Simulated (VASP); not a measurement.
# NbAs (I4_1md) in VASP: relaxation of cell and atoms with PBE

Aim: the relaxation of cell and atoms of NbAs with PBE.

Program: VASP 6.6.1. These are calculated values, not measurements. Logs are shortened: lines on timing, memory, paths and dates and some standing lists are left out, and cuts for length are marked.

### Step 1. The cell of the first run

Symmetry: I4_1md, No. 109, tetragonal system. Conventional cell: a = 3.452 Å, b = 3.452 Å, c = 11.680 Å, α = 90.00°, β = 90.00°, γ = 90.00°. Nb (site symmetry 2mm) has 6 As at 2.60 to 2.63 Å and 4 Nb at 3.39 Å within 3.4 Å. As (site symmetry 2mm) has 6 Nb at 2.60 to 2.63 Å and 4 As at 3.39 Å within 3.4 Å.

### Step 2. Relaxation of cell and atoms, PBE

File INCAR:

```
PREC = Accurate
ENCUT = 600
EDIFF = 1E-7
ISMEAR = 0
SIGMA = 0.05
LREAL = F
LASPH = T
NELM = 100
ALGO = Normal
ISIF = 3
LWAVE = F
LCHARG = F
GGA = PE
IBRION = 2
NSW = 80
EDIFFG = -0.003
```

File KPOINTS:

```
regular mesh
0
Gamma
  14 14 14
```

File POSCAR:

```
NbAs
1.0
   -1.7258500000      1.7258500000      5.8400000000
    1.7258500000     -1.7258500000      5.8400000000
    1.7258500000      1.7258500000     -5.8400000000
Nb As
2 2
Direct
    0.0000000000      0.0000000000      0.0000000000
    0.7500000000      0.2500000000      0.5000000000
    0.4160000000      0.4160000000      0.0000000000
    0.1660000000      0.6660000000      0.5000000000
```

Potentials or basis: VASP PAW PBE potentials, release 64 (Nb_sv, As).

Launch:

```console
> cat potpaw_PBE.64/Nb_sv/POTCAR potpaw_PBE.64/As/POTCAR > POTCAR
> mpirun -np 1 vasp_std > vasp.out
```

OUTCAR:

```text
PREC = Accurate
   ENCUT = 600
   EDIFF = 1E-7
   ISMEAR = 0
   LREAL = F
   LASPH = T
   NELM = 100
   ISIF = 3
   GGA = PE
   IBRION = 2
   NSW = 80
   EDIFFG = -0.003

 ion  position               nearest neighbor table
   1  0.000  0.000  0.000-   4 2.60   4 2.60   3 2.63   3 2.63   3 2.63   3 2.63
   2  0.750  0.250  0.500-   3 2.60   3 2.60   4 2.63   4 2.63   4 2.63   4 2.63
   3  0.416  0.416  0.000-   2 2.60   2 2.60   1 2.63   1 2.63   1 2.63   1 2.63
   4  0.166  0.666  0.500-   1 2.60   1 2.60   2 2.63   2 2.63   2 2.63   2 2.63

  LATTYP: Found a body centered tetragonal cell.
 ALAT       =     3.4517000000
 C/A-ratio  =     3.3838398470

  Lattice vectors:

 A1 = (  -1.7258500000,   1.7258500000,   5.8400000000)
 A2 = (   1.7258500000,  -1.7258500000,   5.8400000000)
 A3 = (   1.7258500000,   1.7258500000,  -5.8400000000)

Analysis of symmetry for initial positions (statically):
=====================================================================
 Subroutine PRICEL returns:
 Original cell was already a primitive cell.

 Routine SETGRP: Setting up the symmetry group for a
 body centered tetragonal supercell.

 Subroutine GETGRP returns: Found  8 space group operations
 (whereof  4 operations were pure point group operations)
 out of a pool of 16 trial point group operations.

The static configuration has the point symmetry C_2v.
 The point group associated with its full space group is C_4v.

Analysis of symmetry for dynamics (positions and initial velocities):
=====================================================================
 Subroutine PRICEL returns:
 Original cell was already a primitive cell.

 Routine SETGRP: Setting up the symmetry group for a
 body centered tetragonal supercell.

 Subroutine GETGRP returns: Found  8 space group operations
 (whereof  4 operations were pure point group operations)
 out of a pool of 16 trial point group operations.

The dynamic configuration has the point symmetry C_2v.
 The point group associated with its full space group is C_4v.

 Subroutine INISYM returns: Found  8 space group operations
 (whereof  4 operations are pure point group operations),
 and found     1 'primitive' translations

----------------------------------------------------------------------------------------

                                     Primitive cell

  volume of cell :      69.5791

  direct lattice vectors                    reciprocal lattice vectors
    -1.725850000  1.725850000  5.840000000     0.000000000  0.289712316  0.085616438
[... 96 lines left out ...]
   ISIF   =      3    stress and relaxation
   ISYM   =      2    0-nonsym 1-usesym 2-fastsym
   POTIM  = 0.5000    time-step for ionic-motion
   TEBEG  =    0.0;   TEEND  =   0.0 temperature during run
   PSTRESS=    0.0 pullay stress
   NELECT =      36.0000    total number of electrons
   NUPDOWN=      -1.0000    fix difference up-down
   EMIN   =  10.00;   EMAX   =-10.00  energy-range for DOS
   EFERMI =   0.00;   METHOD = LEGACY
   ISMEAR =     0;   SIGMA  =   0.05  broadening in eV -4-tet -1-fermi 0-gaus
   EFERMI_NEDOS =   21; number of points for ismear=-14 and -15
   IALGO  =     38    algorithm
   IMIX   =      4    mixing-type and parameters
     AMIX     =   0.40;   BMIX     =  1.00
     AMIX_MAG =   1.60;   BMIX_MAG =  1.00
  volume/ion in A,a.u.               =      17.39       117.39
  Fermi-wavevector in a.u.,A,eV,Ry     =   1.314264  2.483599 23.501213  1.727290
  Thomas-Fermi vector in A             =   2.444529
   LORBIT       =      0    0 simple, 1 ext, 2 COOP (PROOUT), +10 PAW based schemes
   GGA     = PE    functional components
   LHFCALC =     F    Hartree Fock is set to
   AEXX    =    0.0000 exact exchange contribution
   IVDW    =     0    specifies the selected vdW correction
   LEPSILON=     F    determine dielectric tensor
   LRPA    =     F    only Hartree local field effects (RPA)
 conjugate gradient relaxation of ions
 non-spin polarized calculation
 Gauss-broadening in eV      SIGMA  =   0.05
  energy-cutoff  :      600.00
  volume of cell :       69.58
 maximum number of plane-waves:      2339
 NGX is ok and might be reduce to    54
   NGX = 25   NGY = 25   NGZ = 25

--------------------------------------- Ionic step        1  -------------------------------------------

 number of electron      35.9999999 magnetization

 Free energy of the ion-electron system (eV)
  ---------------------------------------------------
  ext. energy  EPLUGINS =         0.00000000
  ---------------------------------------------------
  free energy    TOTEN  =       -32.51036053 eV

  energy without entropy =      -32.50940501  energy(sigma->0) =      -32.50988277

------------------------ aborting loop because EDIFF is reached ----------------------------------------

  FORCE on cell =-STRESS in cart. coord.  units (eV):
  Direction    XX          YY          ZZ          XY          YZ          ZX
  --------------------------------------------------------------------------------------
  -------------------------------------------------------------------------------------
  Total        1.3283216      1.3283216      1.6357848      0.0000000      0.0000000      0.0000000
  in kB       30.5868596     30.5868596     37.6667220      0.0000000      0.0000000      0.0000000
  external PRESSURE =      32.9468138 kB  Pullay stress =       0.0000000 kB
[... 215 lines left out ...]
--------------------------------------- Ionic step        7  -------------------------------------------

 number of electron      36.0000000 magnetization

 Free energy of the ion-electron system (eV)
  ---------------------------------------------------
  ext. energy  EPLUGINS =         0.00000000
  ---------------------------------------------------
  free energy    TOTEN  =       -32.53098949 eV

  energy without entropy =      -32.53005162  energy(sigma->0) =      -32.53052056

 E-fermi :   9.4131     XC(G=0): -11.7582

 val. band max:        9.4090518851   @ k =  -0.0714  -0.4286   0.0714
 cond. band min:       9.4133875748   @ k =  -0.2143   0.2857   0.2143
 fundamental gap:      0.0043356896
 Fermi energy:         9.4130907987

 k-point     1 :       0.0000    0.0000    0.0000
  band No.  band energies     occupation
      1     -45.7616      2.00000
      2     -45.7357      2.00000
      3     -21.9525      2.00000
      4     -21.8637      2.00000
      5     -21.8637      2.00000
      6     -21.7182      2.00000
[... 589 lines left out ...]
     21      11.2413      0.00000
     22      12.1181      0.00000

 [... further k-points ...]
[... 5 lines left out ...]
  --------------------------------------------------------------------------------------
  -------------------------------------------------------------------------------------
  Total       -0.0023059     -0.0023059      0.0023913      0.0000000      0.0000000      0.0000000
  in kB       -0.0521128     -0.0521128      0.0540429      0.0000000      0.0000000      0.0000000
  external PRESSURE =      -0.0167275 kB  Pullay stress =       0.0000000 kB
[... 19 lines left out ...]
  FREE ENERGIE OF THE ION-ELECTRON SYSTEM (eV)
  ---------------------------------------------------
  free  energy   TOTEN  =       -32.5309894913 eV

  energy  without entropy=      -32.5300516205  energy(sigma->0) =      -32.53052056

 reached required accuracy - stopping structural energy minimisation
```

CONTCAR:

```text
NbAs
   1.00000000000000
    -1.7366975125733550    1.7366975125733550    5.8761348369366972
     1.7366975125733550   -1.7366975125733550    5.8761348369366972
     1.7366975125733550    1.7366975125733550   -5.8761348369366972
  Nb              As
     2     2
Direct
     0.9989017684427185    0.9989017684427185    0.0000000000000000
     0.7489017684427185    0.2489017684427185    0.5000000000000000
     0.4170982315572783    0.4170982315572783    0.0000000000000000
     0.1670982315572783    0.6670982315572783    0.5000000000000000

  0.00000000E+00  0.00000000E+00  0.00000000E+00
  0.00000000E+00  0.00000000E+00  0.00000000E+00
  0.00000000E+00  0.00000000E+00  0.00000000E+00
  0.00000000E+00  0.00000000E+00  0.00000000E+00
```

It took 81 min on 1 thread of AMD EPYC 9R45 (Zen 5), shared host; peak memory 0.71 GiB.

Results:

* Free energy: -32.5310 eV
* Relaxed volume: 17.72 Å³/atom
* Relaxed cell: a = 6.369 Å, b = 6.369 Å, c = 6.369 Å, α = 148.35°, β = 148.35°, γ = 45.37°
* Space group after relaxing (to 0.05 Å): I4_1md (No. 109)
* Energy gained by relaxing: 5.2 meV/atom
* Ionic steps: 7
* Pressure after relaxing: 0.0 GPa
* Band gap on the k mesh: zero (band 18 reaches 9.49 eV, above the bottom of band 19 at 9.40 eV)

The path:
```csv
step,energy change (eV),largest force (eV/Å),pressure (GPa),volume (Å³)
1,0.0000,0.2967,3.29,69.58
2,0.0168,0.0630,-4.92,73.24
3,-0.0187,0.1302,-0.38,71.08
4,-0.0204,0.0123,0.06,70.89
5,-0.0204,0.0087,0.00,70.92
6,-0.0206,0.0045,0.00,70.91
7,-0.0206,0.0002,0.00,70.89
```

Final structure:
```yaml
crystal:
  lattice:
    - [-1.73670, 1.73670, 5.87613]
    - [1.73670, -1.73670, 5.87613]
    - [1.73670, 1.73670, -5.87613]
  atoms:
    - { symbol: Nb, position: [0.99890, 0.99890, 0.00000] }
    - { symbol: Nb, position: [0.74890, 0.24890, 0.50000] }
    - { symbol: As, position: [0.41710, 0.41710, 0.00000] }
    - { symbol: As, position: [0.16710, 0.66710, 0.50000] }
```
